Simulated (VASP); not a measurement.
# Au (Fm-3m) in VASP: notebook

Au is run at these levels: LDA, PBE, PBEsol; tasks: single point.

Everything below comes from runs of VASP 6.6.1. Logs are shortened: lines on timing, memory, paths and dates and some standing lists are left out, and cuts for length are marked.

### 1 The cell of the first run

It takes space group Fm-3m (No. 225, cubic). Conventional cell: a = 3.988 Å, b = 3.988 Å, c = 3.988 Å, α = 90.00°, β = 90.00°, γ = 90.00°. Au (site symmetry m-3m) has 12 Au at 2.82 Å within 3.7 Å.

### 2 Single point, LDA

File INCAR:

```
SYSTEM = Au
PREC = Accurate
ENCUT = 520
EDIFF = 1E-6
ISMEAR = -1
SIGMA = 0.06
LREAL = .False.
LASPH = .True.
NELM = 80
ALGO = Normal
ISIF = 2
LWAVE = .False.
LCHARG = .False.
GGA = CA
NBANDS = 12
```

File KPOINTS:

```
regular mesh
0
Gamma
  12 12 12
  0 0 0
```

File POSCAR:

```
Au
1.0
    0.0000000000      1.9938070000      1.9938070000
    1.9938070000      0.0000000000      1.9938070000
    1.9938070000      1.9938070000      0.0000000000
Au
1
Direct
    0.0000000000      0.0000000000      0.0000000000
```

Potentials or basis: VASP PAW LDA potentials, release 64 (Au).

Started as:

```console
$ cat potpaw_LDA.64/Au/POTCAR > POTCAR
$ mpirun -np 1 vasp_std > vasp.out
```

OUTCAR:

```text
SYSTEM = Au
   PREC = Accurate
   ENCUT = 520
   EDIFF = 1E-6
   ISMEAR = -1
   LREAL = .False.
   LASPH = .True.
   NELM = 80
   ISIF = 2
   GGA = CA

 ion  position               nearest neighbor table
   1  0.000  0.000  0.000-

  LATTYP: Found a face centered cubic cell.
 ALAT       =     3.9876140000

  Lattice vectors:

 A1 = (   0.0000000000,   1.9938070000,   1.9938070000)
 A2 = (   1.9938070000,   0.0000000000,   1.9938070000)
 A3 = (   1.9938070000,   1.9938070000,   0.0000000000)

Analysis of symmetry for initial positions (statically):
=====================================================================
 Subroutine PRICEL returns:
 Original cell was already a primitive cell.

 Routine SETGRP: Setting up the symmetry group for a
 face centered cubic supercell.

 Subroutine GETGRP returns: Found 48 space group operations
 (whereof 48 operations were pure point group operations)
 out of a pool of 48 trial point group operations.

The static configuration has the point symmetry O_h .

Analysis of symmetry for dynamics (positions and initial velocities):
=====================================================================
 Subroutine PRICEL returns:
 Original cell was already a primitive cell.

 Routine SETGRP: Setting up the symmetry group for a
 face centered cubic supercell.

 Subroutine GETGRP returns: Found 48 space group operations
 (whereof 48 operations were pure point group operations)
 out of a pool of 48 trial point group operations.

The dynamic configuration has the point symmetry O_h .

 Subroutine INISYM returns: Found 48 space group operations
 (whereof 48 operations are pure point group operations),
 and found     1 'primitive' translations

----------------------------------------------------------------------------------------

                                     Primitive cell

  volume of cell :      15.8518

  direct lattice vectors                    reciprocal lattice vectors
     0.000000000  1.993807000  1.993807000    -0.250776530  0.250776530  0.250776530
     1.993807000  0.000000000  1.993807000     0.250776530 -0.250776530  0.250776530
     1.993807000  1.993807000  0.000000000     0.250776530  0.250776530 -0.250776530

  length of vectors
     2.819668900  2.819668900  2.819668900     0.434357690  0.434357690  0.434357690

  position of ions in fractional coordinates (direct lattice)
     0.000000000  0.000000000  0.000000000

  ion indices of the primitive-cell ions
   primitive index   ion index
                 1           1

----------------------------------------------------------------------------------------

 KPOINTS: regular mesh

Automatic generation of k-mesh.
 Grid dimensions read from file:
 generate k-points for:   12   12   12

 Generating k-lattice:

  Cartesian coordinates                     Fractional coordinates (reciprocal lattice)
    -0.020898044  0.020898044  0.020898044     0.083333333  0.000000000  0.000000000
     0.020898044 -0.020898044  0.020898044     0.000000000  0.083333333  0.000000000
     0.020898044  0.020898044 -0.020898044     0.000000000  0.000000000  0.083333333

  Length of vectors
     0.036196474  0.036196474  0.036196474

  Shift w.r.t. Gamma in fractional coordinates (k-lattice)
     0.000000000  0.000000000  0.000000000

 Subroutine IBZKPT returns following result:
 ===========================================

 Found     72 irreducible k-points:

 Following reciprocal coordinates:
            Coordinates               Weight
  0.000000  0.000000  0.000000      1.000000
  0.083333  0.000000  0.000000      8.000000
  0.166667  0.000000  0.000000      8.000000
  0.250000  0.000000  0.000000      8.000000
  0.333333  0.000000  0.000000      8.000000
  0.416667  0.000000  0.000000      8.000000
[... 16 lines left out ...]
  0.500000  0.166667  0.000000     24.000000
 -0.416667  0.166667  0.000000     24.000000
 [... further k-points ...]
   k-points           NKPTS =     72   k-points in BZ     NKDIM =     72   number of bands    NBANDS=     12
   number of dos      NEDOS =    301   number of ions     NIONS =      1
   total plane-waves  NPLWV =  13824
   dimension x,y,z NGX =    24 NGY =   24 NGZ =   24
   dimension x,y,z NGXF=    48 NGYF=   48 NGZF=   48
   ions per type =               1
   NGX,Y,Z   is equivalent  to a cutoff of  14.15, 14.15, 14.15 a.u.
   NGXF,Y,Z  is equivalent  to a cutoff of  28.30, 28.30, 28.30 a.u.
 SYSTEM =  Au
   PREC   = accura    normal or accurate (medium, high low for compatibility)
   ISTART =      0    job   : 0-new  1-cont  2-samecut
   ICHARG =      2    charge: 1-file 2-atom 10-const
   ISPIN  =      1    spin polarized calculation?
   LNONCOLLINEAR =      F non collinear calculations
   LSORBIT =      F    spin-orbit coupling
   LASPH  =      T    aspherical Exc in radial PAW
   ENCUT  =  520.0 eV  38.22 Ry    6.18 a.u.   5.24  5.24  5.24*2*pi/ulx,y,z
   NELM   =     80;   NELMIN=  2; NELMDL= -5     # of ELM steps
   EDIFF  = 0.1E-05   stopping-criterion for ELM
   LREAL  =      F    real-space projection
   EDIFFG = 0.1E-04   stopping-criterion for IOM
   NSW    =      0    number of steps for IOM
   IBRION =     -1    ionic relax: 0-MD 1-quasi-New 2-CG
   NFREE  =      0    steps in history (QN), initial steepest desc. (CG)
   ISIF   =      2    stress and relaxation
   ISYM   =      2    0-nonsym 1-usesym 2-fastsym
   POTIM  = 0.5000    time-step for ionic-motion
   TEBEG  =    0.0;   TEEND  =   0.0 temperature during run
   PSTRESS=    0.0 pullay stress
   NELECT =      11.0000    total number of electrons
   NUPDOWN=      -1.0000    fix difference up-down
   EMIN   =  10.00;   EMAX   =-10.00  energy-range for DOS
   EFERMI =   0.00;   METHOD = LEGACY
   ISMEAR =    -1;   SIGMA  =   0.06  broadening in eV -4-tet -1-fermi 0-gaus
   EFERMI_NEDOS =   21; number of points for ismear=-14 and -15
   IALGO  =     38    algorithm
   IMIX   =      4    mixing-type and parameters
     AMIX     =   0.40;   BMIX     =  1.00
     AMIX_MAG =   1.60;   BMIX_MAG =  1.00
  volume/ion in A,a.u.               =      15.85       106.97
  Fermi-wavevector in a.u.,A,eV,Ry     =   1.449370  2.738912 28.581398  2.100673
  Thomas-Fermi vector in A             =   2.567104
   LORBIT       =      0    0 simple, 1 ext, 2 COOP (PROOUT), +10 PAW based schemes
   GGA     = CA    functional components
   LHFCALC =     F    Hartree Fock is set to
   AEXX    =    0.0000 exact exchange contribution
   IVDW    =     0    specifies the selected vdW correction
   LEPSILON=     F    determine dielectric tensor
   LRPA    =     F    only Hartree local field effects (RPA)
 non-spin polarized calculation
  energy-cutoff  :      520.00
  volume of cell :       15.85
 maximum number of plane-waves:       444
 NGX is ok and might be reduce to    24
   NGX = 11   NGY = 11   NGZ = 11

 number of electron      11.0000002 magnetization

 Free energy of the ion-electron system (eV)
  ---------------------------------------------------
  ext. energy  EPLUGINS =         0.00000000
  ---------------------------------------------------
  free energy    TOTEN  =        -4.41372788 eV

  energy without entropy =       -4.40956409  energy(sigma->0) =       -4.41164598

 E-fermi :  10.5388     XC(G=0): -13.4063

 val. band max:       10.5295869203   @ k =   0.5000   0.3333   0.1667
 cond. band min:      10.6923468742   @ k =   0.5000   0.2500   0.0833
 fundamental gap:      0.1627599539
 Fermi energy:        10.5388334739

 k-point     1 :       0.0000    0.0000    0.0000
  band No.  band energies     occupation
      1      -0.1460      2.00000
      2       5.4346      2.00000
      3       5.4346      2.00000
      4       5.4346      2.00000
      5       7.1817      2.00000
      6       7.1817      2.00000
      7      24.9136      0.00000
      8      29.2928      0.00000
      9      29.2928      0.00000
     10      29.2928      0.00000
     11      34.5629      0.00000
     12      40.0092      0.00000

 k-point     2 :       0.0833    0.0000    0.0000
  band No.  band energies     occupation
      1       0.1117      2.00000
      2       5.3450      2.00000
      3       5.5258      2.00000
      4       5.5258      2.00000
      5       7.1397      2.00000
      6       7.1397      2.00000
      7      25.2454      0.00000
      8      27.9065      0.00000
      9      29.6351      0.00000
     10      29.6351      0.00000
     11      35.6081      0.00000
     12      37.7755      0.00000

 k-point     3 :       0.1667    0.0000    0.0000
  band No.  band energies     occupation
      1       0.8291      2.00000
      2       5.1752      2.00000
      3       5.7110      2.00000
      4       5.7110      2.00000
      5       7.1142      2.00000
      6       7.1142      2.00000
      7      25.1429      0.00000
      8      26.1473      0.00000
      9      30.5463      0.00000
     10      30.5463      0.00000
     11      33.6724      0.00000
     12      36.0766      0.00000
[... 286 lines left out ...]
 k-point    23 :       0.5000    0.1667    0.0000
  band No.  band energies     occupation
      1       3.1735      2.00000
      2       4.9641      2.00000
      3       6.0427      2.00000
      4       6.1284      2.00000
      5       8.5996      2.00000
      6      11.2399      0.00002
      7      14.9737      0.00000
      8      24.4952      0.00000
      9      26.2984      0.00000
     10      26.8480      0.00000
     11      36.3780      0.00000
     12      37.2679      0.00000

 k-point    24 :      -0.4167    0.1667    0.0000
  band No.  band energies     occupation
      1       3.2224      2.00000
      2       4.9664      2.00000
      3       5.9695      2.00000
      4       6.4197      2.00000
      5       8.2919      2.00000
      6      11.8250      0.00000
      7      14.4146      0.00000
      8      23.8290      0.00000
      9      26.3597      0.00000
     10      27.3535      0.00000
     11      35.9220      0.00000
     12      36.6626      0.00000

 [... further k-points ...]

------------------------ aborting loop because EDIFF is reached ----------------------------------------

  FORCE on cell =-STRESS in cart. coord.  units (eV):
  Direction    XX          YY          ZZ          XY          YZ          ZX
  --------------------------------------------------------------------------------------
  -------------------------------------------------------------------------------------
  Total        1.0402305      1.0402305      1.0402305     -0.0000000     -0.0000000      0.0000000
  in kB      105.1382723    105.1382723    105.1382723     -0.0000000     -0.0000000      0.0000000
  external PRESSURE =     105.1382723 kB  Pullay stress =       0.0000000 kB

 VOLUME and BASIS-vectors are now :
 -----------------------------------------------------------------------------
  energy-cutoff  :      520.00
  volume of cell :       15.85
      direct lattice vectors                 reciprocal lattice vectors
     0.000000000  1.993807000  1.993807000    -0.250776530  0.250776530  0.250776530
     1.993807000  0.000000000  1.993807000     0.250776530 -0.250776530  0.250776530
     1.993807000  1.993807000  0.000000000     0.250776530  0.250776530 -0.250776530

 POSITION                                       TOTAL-FORCE (eV/Angst)
 -----------------------------------------------------------------------------------
      0.00000      0.00000      0.00000         0.000000      0.000000      0.000000
 -----------------------------------------------------------------------------------
    total drift:                               -0.000000      0.000000      0.000000

  FREE ENERGIE OF THE ION-ELECTRON SYSTEM (eV)
  ---------------------------------------------------
  free  energy   TOTEN  =        -4.4137278783 eV

  energy  without entropy=       -4.4095640863  energy(sigma->0) =       -4.41164598
```

Wall time 24 s (1 thread of AMD EPYC 7R13, shared host); peak memory 0.11 GiB.

Results:

* Free energy: -4.4137 eV
* Pressure: 10.5 GPa

Caveat: spin-orbit coupling is left out, which moves the levels of the heavy elements.

### 3 Single point, PBE

File INCAR:

```
SYSTEM = Au
PREC = Accurate
ENCUT = 520
EDIFF = 1E-7
ISMEAR = -1
SIGMA = 0.06
LREAL = .FALSE.
LASPH = .TRUE.
NELM = 60
ALGO = Normal
ISIF = 2
LWAVE = .FALSE.
LCHARG = .TRUE.
GGA = PE
LELF = .TRUE.
LVHAR = .TRUE.
NBANDS = 12
```

File KPOINTS:

```
Automatic mesh
0
G
  12 12 12
  0 0 0
```

POSCAR is that of step 2.

Potentials or basis: VASP PAW PBE potentials, release 64 (Au).

Started as:

```console
$ cat potpaw_PBE.64/Au/POTCAR > POTCAR
$ mpirun -np 1 vasp_std > vasp.out
```

Run time: 30 s. Hardware: 1 thread of AMD EPYC 7R13, shared host; peak memory 0.12 GiB.

It converged, with:

```
Free energy : -3.0709 eV
Pressure    : 25.0 GPa
```

Levels at points of the mesh, in eV from the Fermi level:
| k point | band 2 | band 3 | band 4 | band 5 | band 6 | band 7 | band 8 | band 9 | band 10 | band 11 |
| --- | --- | --- | --- | --- | --- | --- | --- | --- | --- | --- |
| (0.00, 0.00, 0.00) | -5.09 | -5.09 | -5.09 | -3.37 | -3.37 | 14.40 | 18.83 | 18.83 | 18.83 | 23.97 |
| (0.50, 0.00, 0.00) | -5.14 | -5.14 | -2.01 | -2.01 | -1.29 | 3.50 | 13.87 | 17.68 | 17.68 | 26.07 |
| (0.50, 0.50, 0.00) | -7.41 | -2.06 | -1.64 | -1.64 | 0.83 | 6.41 | 10.23 | 10.23 | 18.03 | 20.86 |

Caveat: spin-orbit coupling is left out, which moves the levels of the heavy elements.

### 4 Single point, PBEsol

File INCAR:

```
SYSTEM = Au
PREC = Accurate
ENCUT = 520
EDIFF = 1E-6
ISMEAR = -1
SIGMA = 0.06
LREAL = .FALSE.
LASPH = .TRUE.
NELM = 80
ALGO = Normal
ISIF = 2
LWAVE = .FALSE.
LCHARG = .TRUE.
GGA = PS
LELF = .TRUE.
LVHAR = .TRUE.
NBANDS = 12
```

KPOINTS is that of step 3.

POSCAR is that of step 3.

Started as:

```console
$ cat potpaw_PBE.64/Au/POTCAR > POTCAR
$ mpirun -np 1 vasp_std > vasp.out
```

Run time: 32 s. Hardware: 1 thread of AMD EPYC 7R13, shared host; peak memory 0.12 GiB.

The run converged. Its results:

- Free energy: -3.8675 eV
- Pressure: 14.9 GPa

Levels at points of the mesh, in eV from the Fermi level:
```tsv
k point	band 4	band 5	band 6	band 7	band 8	band 9
(0.00, 0.00, 0.00)	-5.08	-3.34	-3.34	14.39	18.81	18.81
(0.50, 0.00, 0.00)	-1.97	-1.97	-1.36	3.48	13.85	17.64
(0.50, 0.50, 0.00)	-1.61	-1.61	0.76	6.38	10.17	10.17
```

Caveat: the PAW data sets were made with another functional, which shifts forces and pressure a little; spin-orbit coupling is left out, which moves the levels of the heavy elements.

### 5 Single point, LDA

File INCAR:

```
  PREC = Accurate
  ENCUT = 520
  EDIFF = 1E-6
  ISMEAR = -1
  SIGMA = 0.06
  LREAL = F
  LASPH = T
  NELM = 60
  ALGO = Normal
  ISIF = 2
  LWAVE = F
  LCHARG = F
  GGA = CA
  NBANDS = 12
```

File KPOINTS:

```
regular mesh
0
Gamma
  12 12 12
```

POSCAR is that of step 4.

Potentials or basis: VASP PAW LDA potentials, release 64 (Au).

Started as:

```console
$ cat potpaw_LDA.64/Au/POTCAR > POTCAR
$ mpirun -np 1 vasp_std > vasp.out
```

Run time: 27 s. Hardware: 1 thread of AMD EPYC 7R13, shared host; peak memory 0.11 GiB.

Results (log left out):

```yaml
Free_energy: -4.4137 eV
Pressure: 10.5 GPa
```

Levels at points of the mesh, in eV from the Fermi level:
| k point | band 3 | band 4 | band 5 | band 6 | band 7 | band 8 | band 9 | band 10 |
| --- | --- | --- | --- | --- | --- | --- | --- | --- |
| (0.00, 0.00, 0.00) | -5.10 | -5.10 | -3.36 | -3.36 | 14.37 | 18.75 | 18.75 | 18.75 |
| (0.50, 0.00, 0.00) | -5.15 | -1.99 | -1.99 | -1.33 | 3.48 | 13.85 | 17.57 | 17.57 |
| (0.50, 0.50, 0.00) | -2.03 | -1.62 | -1.62 | 0.78 | 6.39 | 10.14 | 10.14 | 18.08 |

Caveat: spin-orbit coupling is left out, which moves the levels of the heavy elements.

### 6 Summary

```csv
level,potentials or basis,gap on the mesh (eV),pressure (GPa)
LDA,"VASP PAW LDA potentials, release 64 (Au)",none,10.5
PBE,"VASP PAW PBE potentials, release 64 (Au)",none,25.0
PBEsol,"VASP PAW PBE potentials, release 64 (Au)",none,14.9
```

Alike in all rows: task single point; no spin polarisation; cell as given; k mesh 12 × 12 × 12; cutoff (eV) 520; smearing fermi-dirac 0.06 eV.

Caveats: spin-orbit coupling is left out, which moves the levels of the heavy elements; the PAW data sets were made with another functional, which shifts forces and pressure a little (some runs).

Absolute energies hang on the potentials; compare differences alone.
